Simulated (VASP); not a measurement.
Set up this calculation in VASP 6.6.1, as the native input.

| Property | Result |
| --- | --- |
| Task | single point |
| Functional | PBE |
| Potentials or basis | VASP PAW PBE potentials, release 64 (Ba_sv, S) |
| Cutoff | 520 eV |
| k mesh | 4 × 2 × 2 |
| Occupations | gaussian, width 0.1 eV |
| Spin | no spin polarisation |
| Dipole correction | no |
| Further INCAR settings | ALGO = Normal; EDIFF = 1e-07; NBANDS = 42 |

The structure of BaS lies in POSCAR:

```
BaS
1.0
    0.0000000000      3.2138164046      3.2138164046
    6.4276328092      3.2138164046     -3.2138164046
   -6.4276328092      3.2138164046     -3.2138164046
Ba S
4 4
Direct
    0.0000000000      0.0000000000      1.0000000000
    0.5000000000      0.5000000000      0.0000000000
    0.5000000000      0.0000000000      0.5000000000
    1.0000000000      0.5000000000      0.5000000000
    1.0000000000      0.2500000000      0.7500000000
    0.5000000000      0.7500000000      0.7500000000
    0.5000000000      0.2500000000      0.2500000000
    1.0000000000      0.7500000000      0.2500000000
```

The input as run:

INCAR

```
ALGO     = Normal         # electronic algorithm
EDIFF    = 1E-7           # SCF threshold, eV
ENCUT    = 520            # plane-wave cutoff, eV
GGA      = PE             # functional
ISIF     = 2              # what is computed and relaxed
ISMEAR   = 0              # smearing method
LASPH    = T              # aspherical terms in the spheres
LCHARG   = F              # write CHGCAR
LREAL    = F              # projectors in reciprocal space
LWAVE    = F              # write WAVECAR
NBANDS   = 42             # bands
NELM     = 100            # most SCF steps
PREC     = Accurate       # precision mode
SIGMA    = 0.1            # smearing width, eV
```

KPOINTS

```
k-points
0
Gamma
  4 2 2
```

Potentials or basis: VASP PAW PBE potentials, release 64 (Ba_sv, S).

The run is started by

```console
$ cat potpaw_PBE.64/Ba_sv/POTCAR potpaw_PBE.64/S/POTCAR > POTCAR
$ mpirun -np 1 vasp_std > vasp.out
```

It gave:

* Pressure: 0.6 GPa
* Band gap on the k mesh: 2.14 eV

Caveat: the k points lie up to 0.42 Å⁻¹ apart; spin-orbit coupling is left out, which moves the levels of the heavy elements.

Run time: 110 s on 1 thread of Intel(R) Xeon(R) Platinum 8488C (Sapphire Rapids) (shared host), peak memory 0.37 GiB.
